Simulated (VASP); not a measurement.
# AlN in VASP: a series of runs, part 2 of 2

VASP 6.6.1.

## Step 3: Single point, LDA (mode 4 frozen in at +0.000 Å and mode 5 at -0.052 Å (largest displacements))

Input file INCAR:

```
PREC = Accurate
ENCUT = 520
EDIFF = 1E-7
ISMEAR = 0
SIGMA = 0.05
LREAL = F
LASPH = T
NELM = 100
ALGO = Normal
ISIF = 2
LWAVE = F
LCHARG = F
GGA = CA
NBANDS = 16
```

Input file KPOINTS:

```
Automatic mesh
0
Gamma
  9 9 6
```

Input file POSCAR:

```
AlN
1.0
    3.0887424016      0.0000000000      0.0000000000
   -1.5443712008      2.6749293856      0.0000000000
    0.0000000000      0.0000000000      4.9437688231
Al N
2 2
Direct
    0.3236882189      0.6473764378      0.0015212672
    0.6763117811      0.3526235622      0.5015212672
    0.3419399799      0.6838799599      0.3834787328
    0.6580600201      0.3161200401      0.8834787328
```

Potentials or basis: VASP PAW LDA potentials, release 64 (Al, N).

On the command line:

```
> cat potpaw_LDA.64/Al/POTCAR potpaw_LDA.64/N/POTCAR > POTCAR
> mpirun -np 1 vasp_std > vasp.out
```

OUTCAR:

```text
PREC = Accurate
   ENCUT = 520
   EDIFF = 1E-7
   ISMEAR = 0
   LREAL = F
   LASPH = T
   NELM = 100
   ISIF = 2
   GGA = CA

 ion  position               nearest neighbor table
   1  0.324  0.647  0.002-   4 1.87   4 1.87   4 1.88   3 1.89   2 3.02   2 3.02   2 3.02   2 3.02
                             2 3.11   2 3.11
   2  0.676  0.353  0.502-   3 1.87   3 1.87   3 1.88   4 1.89   1 3.02   1 3.02   1 3.02   1 3.02
                             1 3.11   1 3.11
   3  0.342  0.684  0.383-   2 1.87   2 1.87   2 1.88   1 1.89
   4  0.658  0.316  0.883-   1 1.87   1 1.87   1 1.88   2 1.89

  LATTYP: Found a hexagonal cell.
 ALAT       =     3.0887424016
 C/A-ratio  =     1.6005766038

  Lattice vectors:

 A1 = (   3.0887424016,   0.0000000000,   0.0000000000)
 A2 = (  -1.5443712008,   2.6749293856,   0.0000000000)
 A3 = (   0.0000000000,   0.0000000000,   4.9437688231)

Analysis of symmetry for initial positions (statically):
=====================================================================
 Subroutine PRICEL returns:
 Original cell was already a primitive cell.

 Routine SETGRP: Setting up the symmetry group for a
 hexagonal supercell.

 Subroutine GETGRP returns: Found  4 space group operations
 (whereof  2 operations were pure point group operations)
 out of a pool of 24 trial point group operations.

The static configuration has the point symmetry C_1h.
 The point group associated with its full space group is C_2v.

Analysis of symmetry for dynamics (positions and initial velocities):
=====================================================================
 Subroutine PRICEL returns:
 Original cell was already a primitive cell.

 Routine SETGRP: Setting up the symmetry group for a
 hexagonal supercell.

 Subroutine GETGRP returns: Found  4 space group operations
 (whereof  2 operations were pure point group operations)
 out of a pool of 24 trial point group operations.

The dynamic configuration has the point symmetry C_1h.
 The point group associated with its full space group is C_2v.

 Subroutine INISYM returns: Found  4 space group operations
 (whereof  2 operations are pure point group operations),
 and found     1 'primitive' translations

----------------------------------------------------------------------------------------

                                     Primitive cell

  volume of cell :      40.8462

  direct lattice vectors                    reciprocal lattice vectors
     3.088742402  0.000000000  0.000000000     0.323756361  0.186920822  0.000000000
    -1.544371201  2.674929386  0.000000000     0.000000000  0.373841644  0.000000000
     0.000000000  0.000000000  4.943768823     0.000000000  0.000000000  0.202274830

  length of vectors
     3.088742402  3.088742402  4.943768823     0.373841644  0.373841644  0.202274830

  position of ions in fractional coordinates (direct lattice)
     0.323688219  0.647376438  0.001521267
     0.676311781  0.352623562  0.501521267
     0.341939980  0.683879960  0.383478733
     0.658060020  0.316120040  0.883478733

  ion indices of the primitive-cell ions
   primitive index   ion index
                 1           1
                 2           2
                 3           3
                 4           4

----------------------------------------------------------------------------------------

 KPOINTS: Automatic mesh

Automatic generation of k-mesh.
 Grid dimensions read from file:
 generate k-points for:    9    9    6

 Generating k-lattice:

  Cartesian coordinates                     Fractional coordinates (reciprocal lattice)
     0.035972929  0.020768980  0.000000000     0.111111111 -0.000000000  0.000000000
     0.000000000  0.041537960  0.000000000     0.000000000  0.111111111  0.000000000
     0.000000000  0.000000000  0.033712472     0.000000000  0.000000000  0.166666667

  Length of vectors
     0.041537960  0.041537960  0.033712472

  Shift w.r.t. Gamma in fractional coordinates (k-lattice)
     0.000000000  0.000000000  0.000000000

 Subroutine IBZKPT returns following result:
 ===========================================

 Found    100 irreducible k-points:

 Following reciprocal coordinates:
            Coordinates               Weight
  0.000000  0.000000  0.000000      1.000000
  0.111111  0.000000  0.000000      4.000000
  0.000000  0.111111  0.000000      2.000000
  0.222222 -0.000000  0.000000      4.000000
  0.000000  0.222222  0.000000      2.000000
  0.333333 -0.000000  0.000000      4.000000
[... 16 lines left out ...]
 -0.222222 -0.444444  0.000000      4.000000
  0.444444  0.333333  0.000000      4.000000
 [... further k-points ...]
   k-points           NKPTS =    100   k-points in BZ     NKDIM =    100   number of bands    NBANDS=     16
   number of dos      NEDOS =    301   number of ions     NIONS =      4
   total plane-waves  NPLWV =  23040
   dimension x,y,z NGX =    24 NGY =   24 NGZ =   40
   dimension x,y,z NGXF=    48 NGYF=   48 NGZF=   80
   ions per type =               2   2
   NGX,Y,Z   is equivalent  to a cutoff of  12.92, 12.92, 13.45 a.u.
   NGXF,Y,Z  is equivalent  to a cutoff of  25.84, 25.84, 26.90 a.u.
 SYSTEM =  unknown system
   PREC   = accura    normal or accurate (medium, high low for compatibility)
   ISTART =      0    job   : 0-new  1-cont  2-samecut
   ICHARG =      2    charge: 1-file 2-atom 10-const
   ISPIN  =      1    spin polarized calculation?
   LNONCOLLINEAR =      F non collinear calculations
   LSORBIT =      F    spin-orbit coupling
   LASPH  =      T    aspherical Exc in radial PAW
   ENCUT  =  520.0 eV  38.22 Ry    6.18 a.u.   5.74  5.74  9.19*2*pi/ulx,y,z
   NELM   =    100;   NELMIN=  2; NELMDL= -5     # of ELM steps
   EDIFF  = 0.1E-06   stopping-criterion for ELM
   LREAL  =      F    real-space projection
   EDIFFG = 0.1E-05   stopping-criterion for IOM
   NSW    =      0    number of steps for IOM
   IBRION =     -1    ionic relax: 0-MD 1-quasi-New 2-CG
   NFREE  =      0    steps in history (QN), initial steepest desc. (CG)
   ISIF   =      2    stress and relaxation
   ISYM   =      2    0-nonsym 1-usesym 2-fastsym
   POTIM  = 0.5000    time-step for ionic-motion
   TEBEG  =    0.0;   TEEND  =   0.0 temperature during run
   PSTRESS=    0.0 pullay stress
   NELECT =      16.0000    total number of electrons
   NUPDOWN=      -1.0000    fix difference up-down
   EMIN   =  10.00;   EMAX   =-10.00  energy-range for DOS
   EFERMI =   0.00;   METHOD = LEGACY
   ISMEAR =     0;   SIGMA  =   0.05  broadening in eV -4-tet -1-fermi 0-gaus
   EFERMI_NEDOS =   21; number of points for ismear=-14 and -15
   IALGO  =     38    algorithm
   IMIX   =      4    mixing-type and parameters
     AMIX     =   0.40;   BMIX     =  1.00
     AMIX_MAG =   1.60;   BMIX_MAG =  1.00
  volume/ion in A,a.u.               =      10.21        68.91
  Fermi-wavevector in a.u.,A,eV,Ry     =   1.197836  2.263582 19.521797  1.434812
  Thomas-Fermi vector in A             =   2.333741
   LORBIT       =      0    0 simple, 1 ext, 2 COOP (PROOUT), +10 PAW based schemes
   GGA     = CA    functional components
   LHFCALC =     F    Hartree Fock is set to
   AEXX    =    0.0000 exact exchange contribution
   IVDW    =     0    specifies the selected vdW correction
   LEPSILON=     F    determine dielectric tensor
   LRPA    =     F    only Hartree local field effects (RPA)
 non-spin polarized calculation
 Gauss-broadening in eV      SIGMA  =   0.05
  energy-cutoff  :      520.00
  volume of cell :       40.85
 maximum number of plane-waves:      1118
   NGX = 11   NGY = 11   NGZ = 19

 number of electron      16.0000000 magnetization

 Free energy of the ion-electron system (eV)
  ---------------------------------------------------
  ext. energy  EPLUGINS =         0.00000000
  ---------------------------------------------------
  free energy    TOTEN  =       -32.81997826 eV

  energy without entropy =      -32.81997826  energy(sigma->0) =      -32.81997826

 E-fermi :   6.3997     XC(G=0): -11.3439

 val. band max:        6.1321545378   @ k =   0.0000   0.0000   0.0000
 cond. band min:      10.5230522549   @ k =   0.0000   0.0000   0.0000
 fundamental gap:      4.3908977171
 Fermi energy:         6.3996867135

 k-point     1 :       0.0000    0.0000    0.0000
  band No.  band energies     occupation
      1      -9.0563      2.00000
      2      -6.7616      2.00000
      3      -0.0365      2.00000
      4       5.2015      2.00000
      5       5.2546      2.00000
      6       5.8081      2.00000
[... 433 lines left out ...]
      3       0.9839      2.00000
      4       2.0702      2.00000
      5       2.8576      2.00000
      6       2.8766      2.00000
[... 8 lines left out ...]
     15      18.7184      0.00000
     16      20.8381      0.00000

 [... further k-points ...]
[... 5 lines left out ...]
  --------------------------------------------------------------------------------------
  -------------------------------------------------------------------------------------
  Total        0.1271543      0.1373600      0.1467537      0.0000000      0.0000000      0.0000000
  in kB        4.9875772      5.3878881      5.7563540      0.0000000      0.0000000      0.0000000
  external PRESSURE =       5.3772731 kB  Pullay stress =       0.0000000 kB

 VOLUME and BASIS-vectors are now :
 -----------------------------------------------------------------------------
  energy-cutoff  :      520.00
  volume of cell :       40.85
      direct lattice vectors                 reciprocal lattice vectors
     3.088742402  0.000000000  0.000000000     0.323756361  0.186920822  0.000000000
    -1.544371201  2.674929386  0.000000000     0.000000000  0.373841644  0.000000000
     0.000000000  0.000000000  4.943768823     0.000000000  0.000000000  0.202274830

 POSITION                                       TOTAL-FORCE (eV/Angst)
 -----------------------------------------------------------------------------------
      0.00000      1.73169      0.00752         0.000000      0.281704      0.018952
      1.54437      0.94324      2.47941         0.000000     -0.281704      0.018952
     -0.00000      1.82933      1.89583         0.000000     -0.139366     -0.018952
      1.54437      0.84560      4.36771         0.000000      0.139366     -0.018952
 -----------------------------------------------------------------------------------
    total drift:                               -0.000000     -0.000000     -0.000600

  FREE ENERGIE OF THE ION-ELECTRON SYSTEM (eV)
  ---------------------------------------------------
  free  energy   TOTEN  =       -32.8199782621 eV

  energy  without entropy=      -32.8199782621  energy(sigma->0) =      -32.81997826
```

OSZICAR:

```text
N       E                     dE             d eps       ncg     rms          rms(c)
DAV:   1     0.369219891029E+02    0.36922E+02   -0.74397E+03  3208   0.899E+02
DAV:   2    -0.348320734930E+02   -0.71754E+02   -0.66203E+02  4480   0.177E+02
DAV:   3    -0.379447190860E+02   -0.31126E+01   -0.31050E+01  3992   0.377E+01
DAV:   4    -0.379601631675E+02   -0.15444E-01   -0.15443E-01  4040   0.320E+00
DAV:   5    -0.379603143530E+02   -0.15119E-03   -0.15118E-03  3928   0.309E-01    0.124E+01
DAV:   6    -0.329364746837E+02    0.50238E+01   -0.11450E+01  3344   0.241E+01    0.438E+00
DAV:   7    -0.328813122980E+02    0.55162E-01   -0.51715E-01  3960   0.473E+00    0.284E+00
DAV:   8    -0.328227135267E+02    0.58599E-01   -0.68441E-02  3408   0.219E+00    0.340E-01
DAV:   9    -0.328198791504E+02    0.28344E-02   -0.54948E-03  4080   0.532E-01    0.217E-01
DAV:  10    -0.328200259099E+02   -0.14676E-03   -0.57071E-04  3696   0.151E-01    0.108E-01
DAV:  11    -0.328199787266E+02    0.47183E-04   -0.84797E-05  3832   0.681E-02    0.189E-02
DAV:  12    -0.328199783833E+02    0.34331E-06   -0.14005E-06  3992   0.903E-03    0.473E-03
DAV:  13    -0.328199782566E+02    0.12671E-06   -0.58713E-07  3992   0.555E-03    0.867E-04
DAV:  14    -0.328199782621E+02   -0.54574E-08   -0.95601E-09  1840   0.793E-04
   1 F= -.32819978E+02 E0= -.32819978E+02  d E =-.213882E-16
```

It took 22 s on 1 thread of Intel Xeon Platinum 8559C (Emerald Rapids), shared host; peak memory 0.17 GiB.

What came out:

- Free energy: -32.8200 eV
- Pressure: 0.5 GPa
- Largest force: 0.282 eV/Å
- Band gap on the k mesh: 4.39 eV, direct

Forces on the atoms (eV/Å):
```
Al   0.000  0.282  0.019
Al   0.000 -0.282  0.019
N    0.000 -0.139 -0.019
N    0.000  0.139 -0.019
```

Levels at points of the mesh, in eV from the valence-band top:
| k point | band 4 | band 5 | band 6 | band 7 | band 8 | band 9 | band 10 | band 11 | band 12 | band 13 |
| --- | --- | --- | --- | --- | --- | --- | --- | --- | --- | --- |
| (0.00, 0.00, 0.00) | -0.93 | -0.88 | -0.32 | -0.17 | 0.00 | 4.39 | 6.71 | 10.59 | 10.90 | 11.28 |
| (0.00, 0.00, 0.50) | -3.38 | -0.60 | -0.60 | -0.56 | -0.56 | 6.57 | 6.57 | 10.29 | 10.29 | 11.39 |

Caveat: the cell differs from its parent crystal (mode 4 frozen in at +0.000 Å and mode 5 at -0.052 Å (largest displacements)).

## Step 4: Against experiment

Step 2. A measured gap of AlN is 6.034 eV (an exciton energy, a little under the gap; 10 K; quoted in “Self-assembly of well-separated AlN nanowires directly on sputtered metallic TiN films”, 2019, arxiv:1910.07391); the calculated 4.42 eV misses it by -1.61 eV. 2 values of this kind are on record (6.034 to 6.0343 eV); this one was drawn at random. The value is that of LDA on a finite k mesh, which can miss the band edges, without temperature or zero-point motion. Semilocal functionals fall short of measured gaps as a rule.
